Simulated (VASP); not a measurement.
Write the native input for VASP 6.6.1 that does the following.

| Item | Value |
| --- | --- |
| Task | single point |
| Functional | PBE |
| Potentials or basis | VASP PAW PBE potentials, release 64 (P) |
| Cutoff | 520 eV |
| k mesh | 6 × 8 × 1 |
| Occupations | gaussian, width 0.01 eV |
| Spin | no spin polarisation |
| Dipole correction | yes |
| Further INCAR settings | ALGO = Normal; EDIFF = 1e-07; NBANDS = 18 |

The structure of P lies in POSCAR:

```
P
1.0
    4.6274948433      0.0000000000      0.0000000000
    0.0000000000      3.2918638654      0.0000000000
    0.0000000000      0.0000000000     27.8195791164
P
4
Direct
    0.0912379111      0.0000000000      0.3789328437
    0.4087620889      0.5000000000      0.3789328437
    0.5912379111      0.5000000000      0.3040393868
    0.9087620889      0.0000000000      0.3040393868
```

One way to write it, as run:

INCAR

```
SYSTEM = P
  ALGO = Normal
  DIPOL = 0.5 0.5 0.341
  EDIFF = 1E-7
  ENCUT = 520
  GGA = PE
  IDIPOL = 3
  ISIF = 2
  ISMEAR = 0
  LASPH = .TRUE.
  LCHARG = .FALSE.
  LDIPOL = .TRUE.
  LREAL = .FALSE.
  LWAVE = .FALSE.
  NBANDS = 18
  NELM = 60
  PREC = Accurate
  SIGMA = 0.01
```

KPOINTS

```
k-points
0
G
  6 8 1
  0 0 0
```

Potentials or basis: VASP PAW PBE potentials, release 64 (P).

Launch:

```sh
$ cat potpaw_PBE.64/P/POTCAR > POTCAR
$ mpirun -np 1 vasp_std > vasp.out
```

It gave:

| Property | Result |
| --- | --- |
| Largest force | 0.210 eV/Å |
| Band gap on the k mesh | 0.93 eV, direct |

Run time: 120 s on 1 thread of Intel(R) Xeon(R) 6975P-C (Granite Rapids) (shared host), peak memory 0.45 GiB.
